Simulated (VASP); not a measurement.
# Ni (Fm-3m) in VASP: further runs

The runs below take Ni through single point, with PBE.

All numbers are computed with VASP 6.6.1; they aren't measurements. Logs are shortened: lines on timing, memory, paths and dates and some standing lists are left out, and cuts for length are marked.

### 1 The cell of the first run

It takes space group Fm-3m (No. 225, cubic). Conventional cell: a = 3.587 Å, b = 3.587 Å, c = 3.587 Å, α = 90.00°, β = 90.00°, γ = 90.00°. Ni (site symmetry m-3m) has 12 Ni at 2.54 Å within 3.3 Å.

### 2 Single point, PBE, collinear spin, antiferromagnetic start

INCAR reads:

```
PREC     = Accurate       # precision mode
ENCUT    = 520            # plane-wave cutoff, eV
EDIFF    = 1E-7           # SCF threshold, eV
ISMEAR   = -1             # smearing method
SIGMA    = 0.05           # smearing width, eV
LREAL    = False          # projectors in reciprocal space
LASPH    = True           # aspherical terms in the spheres
NELM     = 150            # most SCF steps
ALGO     = Normal         # electronic algorithm
ISIF     = 2              # what is computed and relaxed
LWAVE    = False          # write WAVECAR
LCHARG   = True           # write CHGCAR
ISPIN    = 2              # spin polarisation
MAGMOM   = 2 -2           # initial moments
LORBIT   = 11             # projections on sites
LMAXMIX  = 4              # l up to which the mixer works
GGA      = PE             # functional
LELF     = True           # ELF
LVHAR    = True         
NBANDS   = 21             # bands
ISYM     = 0
```

KPOINTS reads:

```
Automatic mesh
0
Gamma
  7 12 10
```

POSCAR reads:

```
Ni
1.0
   -1.7935000000     -3.5870000000     -1.7935000000
   -1.7935000000      0.0000000000     -1.7935000000
    1.7935000000      0.0000000000     -1.7935000000
Ni
2
Direct
    0.0000000000      0.0000000000      0.0000000000
    0.5000000000      0.0000000000      0.5000000000
```

Potentials or basis: VASP PAW PBE potentials, release 64 (Ni).

On the command line:

```console
$ cat potpaw_PBE.64/Ni/POTCAR > POTCAR
$ mpirun -np 1 vasp_std > vasp.out
```

OUTCAR:

```text
PREC = Accurate
   ENCUT = 520
   EDIFF = 1E-7
   ISMEAR = -1
   LREAL = False
   LASPH = True
   NELM = 150
   ISIF = 2
   ISPIN = 2
   LORBIT = 11
   GGA = PE
   ISYM = 0

 ion  position               nearest neighbor table
   1  0.000  0.000  0.000-   2 2.54   2 2.54   2 2.54   2 2.54   2 2.54   2 2.54   2 2.54   2 2.54

   2  0.500  0.000  0.500-   1 2.54   1 2.54   1 2.54   1 2.54   1 2.54   1 2.54   1 2.54   1 2.54

IMPORTANT INFORMATION: All symmetrisations will be switched off!
NOSYMM: (Re-)initialisation of all symmetry stuff for point group C_1.

----------------------------------------------------------------------------------------

                                     Primitive cell

  volume of cell :      23.0762

  direct lattice vectors                    reciprocal lattice vectors
    -1.793500000 -3.587000000 -1.793500000     0.000000000 -0.278784500  0.000000000
    -1.793500000  0.000000000 -1.793500000    -0.278784500  0.278784500 -0.278784500
     1.793500000  0.000000000 -1.793500000     0.278784500  0.000000000 -0.278784500

  length of vectors
     4.393159854  2.536392024  2.536392024     0.278784500  0.482868918  0.394260820

  position of ions in fractional coordinates (direct lattice)
     0.000000000  0.000000000  0.000000000
     0.500000000  0.000000000  0.500000000

  ion indices of the primitive-cell ions
   primitive index   ion index
                 1           1
                 2           2

----------------------------------------------------------------------------------------

 KPOINTS: Automatic mesh

Automatic generation of k-mesh.
 Grid dimensions read from file:
 generate k-points for:    7   12   10

 Generating k-lattice:

  Cartesian coordinates                     Fractional coordinates (reciprocal lattice)
     0.000000000 -0.039826357  0.000000000     0.142857143  0.000000000  0.000000000
    -0.023232042  0.023232042 -0.023232042     0.000000000  0.083333333  0.000000000
     0.027878450  0.000000000 -0.027878450     0.000000000  0.000000000  0.100000000

  Length of vectors
     0.039826357  0.040239076  0.039426082

  Shift w.r.t. Gamma in fractional coordinates (k-lattice)
     0.000000000  0.000000000  0.000000000

 -----------------------------------------------------------------------------
[... 90 lines left out ...]
     AMIX     =   0.40;   BMIX     =  1.00
     AMIX_MAG =   1.60;   BMIX_MAG =  1.00
  volume/ion in A,a.u.               =      11.54        77.86
  Fermi-wavevector in a.u.,A,eV,Ry     =   1.560858  2.949594 33.147579  2.436278
  Thomas-Fermi vector in A             =   2.664009
   LORBIT       =     11    0 simple, 1 ext, 2 COOP (PROOUT), +10 PAW based schemes
   GGA     = PE    functional components
   LHFCALC =     F    Hartree Fock is set to
   AEXX    =    0.0000 exact exchange contribution
   IVDW    =     0    specifies the selected vdW correction
   LEPSILON=     F    determine dielectric tensor
   LRPA    =     F    only Hartree local field effects (RPA)
 spin polarized calculation
  energy-cutoff  :      520.00
  volume of cell :       23.08
 maximum number of plane-waves:       641
 NGX is ok and might be reduce to    36
   NGX = 17   NGY =  9   NGZ =  9

 number of electron      19.9999994 magnetization       0.0002666

 number of electron      19.9999994 magnetization      -0.0000636

 Free energy of the ion-electron system (eV)
  ---------------------------------------------------
  ext. energy  EPLUGINS =         0.00000000
  ---------------------------------------------------
  free energy    TOTEN  =       -10.80785602 eV

  energy without entropy =      -10.75194138  energy(sigma->0) =      -10.77989870

 E-fermi :   8.3822     XC(G=0): -12.9102

 val. band max:        8.3820957018   @ k =   0.0000   0.5000   0.0000
 cond. band min:       8.3827719403   @ k =  -0.2857   0.0000   0.4000
 fundamental gap:      0.0006762385
 Fermi energy:         8.3821846313

 spin component 1

 k-point     1 :       0.0000    0.0000    0.0000
  band No.  band energies     occupation
      1      -0.0572      1.00000
      2       4.4555      1.00000
      3       4.9940      1.00000
      4       6.6814      1.00000
      5       6.6842      1.00000
      6       6.6921      1.00000
[... 565 lines left out ...]
     20      32.0221      0.00000
     21      38.4730      0.00000

 [... further k-points ...]

 spin component 2

 k-point     1 :       0.0000    0.0000    0.0000
  band No.  band energies     occupation
      1      -0.0573      1.00000
      2       4.4555      1.00000
      3       4.9939      1.00000
      4       6.6813      1.00000
      5       6.6841      1.00000
      6       6.6920      1.00000
[... 565 lines left out ...]
     20      32.0221      0.00000
     21      38.4730      0.00000

 [... further k-points ...]

------------------------ aborting loop because EDIFF is reached ----------------------------------------

  FORCE on cell =-STRESS in cart. coord.  units (eV):
  Direction    XX          YY          ZZ          XY          YZ          ZX
  --------------------------------------------------------------------------------------
  -------------------------------------------------------------------------------------
  Total       -1.5554432     -1.5122094     -1.5554442     -0.0069496     -0.0069486      0.0026185
  in kB     -107.9942444   -104.9925267   -107.9943159     -0.4825079     -0.4824382      0.1818025
  external PRESSURE =    -106.9936957 kB  Pullay stress =       0.0000000 kB

 VOLUME and BASIS-vectors are now :
 -----------------------------------------------------------------------------
  energy-cutoff  :      520.00
  volume of cell :       23.08
      direct lattice vectors                 reciprocal lattice vectors
    -1.793500000 -3.587000000 -1.793500000     0.000000000 -0.278784500  0.000000000
    -1.793500000  0.000000000 -1.793500000    -0.278784500  0.278784500 -0.278784500
     1.793500000  0.000000000 -1.793500000     0.278784500  0.000000000 -0.278784500

 POSITION                                       TOTAL-FORCE (eV/Angst)
 -----------------------------------------------------------------------------------
      0.00000      0.00000      0.00000        -0.000000     -0.000000     -0.000000
      0.00000     -1.79350     -1.79350         0.000000      0.000000      0.000000
 -----------------------------------------------------------------------------------
    total drift:                                0.000000      0.000000     -0.000000

  FREE ENERGIE OF THE ION-ELECTRON SYSTEM (eV)
  ---------------------------------------------------
  free  energy   TOTEN  =       -10.8078560214 eV

  energy  without entropy=      -10.7519413751  energy(sigma->0) =      -10.77989870

 total charge

# of ion       s       p       d       tot
------------------------------------------
    1        0.469   0.443   8.303   9.215
    2        0.469   0.443   8.303   9.215
--------------------------------------------------
tot          0.939   0.885  16.605  18.430

 magnetization (x)

# of ion       s       p       d       tot
------------------------------------------
    1        0.000   0.002   0.143   0.145
    2       -0.000  -0.002  -0.143  -0.145
--------------------------------------------------
tot          0.000   0.000  -0.000  -0.000
```

OSZICAR:

```text
N       E                     dE             d eps       ncg     rms          rms(c)
DAV:   1     0.971336564164E+02    0.97134E+02   -0.88669E+03 38517   0.133E+03
DAV:   2    -0.666777398341E+01   -0.10380E+03   -0.95943E+02 36233   0.232E+02
DAV:   3    -0.122966423287E+02   -0.56289E+01   -0.54367E+01 40224   0.625E+01
DAV:   4    -0.123746149155E+02   -0.77973E-01   -0.77897E-01 40395   0.681E+00
DAV:   5    -0.123770407192E+02   -0.24258E-02   -0.24256E-02 41204   0.119E+00    0.157E+01
DAV:   6    -0.116122733244E+02    0.76477E+00   -0.10026E+01 41398   0.612E+01    0.977E+00
DAV:   7    -0.108127703843E+02    0.79950E+00   -0.23522E+00 41078   0.270E+01    0.244E+00
DAV:   8    -0.108113643903E+02    0.14060E-02   -0.52861E-02 51970   0.466E+00    0.902E-01
DAV:   9    -0.108103313580E+02    0.10330E-02   -0.95802E-03 51131   0.167E+00    0.627E-01
DAV:  10    -0.108091329611E+02    0.11984E-02   -0.30303E-03 49207   0.174E+00    0.396E-01
DAV:  11    -0.108078583755E+02    0.12746E-02   -0.12944E-03 52670   0.779E-01    0.684E-02
DAV:  12    -0.108078571748E+02    0.12007E-05   -0.96200E-05 47232   0.104E-01    0.400E-02
DAV:  13    -0.108078535289E+02    0.36459E-05   -0.10805E-05 51376   0.349E-02    0.246E-02
DAV:  14    -0.108078564796E+02   -0.29507E-05   -0.20308E-06 49517   0.261E-02    0.150E-02
DAV:  15    -0.108078583017E+02   -0.18221E-05   -0.29095E-07 36354   0.971E-03    0.259E-02
DAV:  16    -0.108078560859E+02    0.22158E-05   -0.66406E-07 45321   0.162E-02    0.534E-03
DAV:  17    -0.108078560214E+02    0.64448E-07   -0.10693E-07 26278   0.655E-03
   1 F= -.10807856E+02 E0= -.10779899E+02  d E =-.559146E-01  mag=     0.0001
```

Run time: 3.7 min. Hardware: 1 thread of Intel Xeon 6975P-C (Granite Rapids), shared host; peak memory 0.37 GiB.

What came out:

```yaml
Free_energy: -10.8079 eV
Pressure: -10.7 GPa
Band_gap_on_the_k_mesh: zero (filled and empty bands overlap)
Net_moment: 0.00 μB per cell
Site_moments: Ni +0.14, -0.14 μB
Valence_electrons_inside_the_program's_atomic_spheres: Ni 9.21
```

Caveat: the cell stands under tension.

### 3 Single point, PBE, collinear spin, ferromagnetic start

INCAR reads:

```
SYSTEM = Ni
  PREC = Accurate
  ENCUT = 520
  EDIFF = 1E-7
  ISMEAR = -1
  SIGMA = 0.05
  LREAL = .FALSE.
  LASPH = .TRUE.
  NELM = 150
  ALGO = Normal
  ISIF = 2
  LWAVE = .FALSE.
  LCHARG = .FALSE.
  ISPIN = 2
  MAGMOM = 2 2
  LORBIT = 11
  LMAXMIX = 4
  GGA = PE
  ISYM = 0
  NBANDS = 21
```

KPOINTS reads:

```
regular mesh
0
G
  7 12 10
  0 0 0
```

POSCAR is that of step 2.

Potentials or basis: VASP PAW PBE potentials, release 64 (Ni).

On the command line:

```console
$ cat potpaw_PBE.64/Ni/POTCAR > POTCAR
$ mpirun -np 1 vasp_std > vasp.out
```

Run time: 3 min. Hardware: 1 thread of Intel Xeon 6975P-C (Granite Rapids), shared host; peak memory 0.37 GiB.

Results (log left out):

```yaml
Free_energy: -10.9139 eV
Pressure: -9.7 GPa
Net_moment: 1.32 μB per cell
Site_moments: Ni +0.68 μB
Valence_electrons_inside_the_program's_atomic_spheres: Ni 9.21
```

Stress tensor (GPa, compression positive):
```
-9.63 -0.02  0.18
-0.02 -9.78 -0.02
 0.18 -0.02 -9.63
```

Levels at points of the mesh, in eV from the Fermi level:
Spin up:
```
           k point  band 7  band 8  band 9  band 10  band 11  band 12  band 13  band 14  band 15  band 16
(0.00, 0.00, 0.00)   -1.23   -1.23   -0.58    -0.53    -0.53     2.41     8.69    14.28    14.28    18.99
(0.00, 0.50, 0.00)   -0.64   -0.64   -0.64    -0.64    -0.19    -0.19     5.24     5.24    21.74    21.74
(0.00, 0.00, 0.50)   -1.62   -1.62   -1.37    -1.37     0.82     0.82    11.03    11.03    12.33    12.33
(0.00, 0.50, 0.50)   -1.29   -1.29   -0.54    -0.54     7.40     7.40     7.40     7.40     9.58     9.58
```
Spin down:
```
           k point  band 6  band 7  band 8  band 9  band 10  band 11  band 12  band 13  band 14  band 15
(0.00, 0.00, 0.00)   -1.52   -0.62   -0.61    0.05     0.36     0.37     2.36     8.94    14.29    14.29
(0.00, 0.50, 0.00)   -1.64   -0.26   -0.26    0.14     0.14     0.15     0.15     5.68     5.68    21.58
(0.00, 0.00, 0.50)   -2.03   -1.04   -1.04   -0.52    -0.52     1.43     1.43    11.21    11.21    12.45
(0.00, 0.50, 0.50)   -2.25   -0.69   -0.69    0.38     0.38     7.57     7.57     7.57     7.57     9.72
```

Caveat: the cell stands under tension.
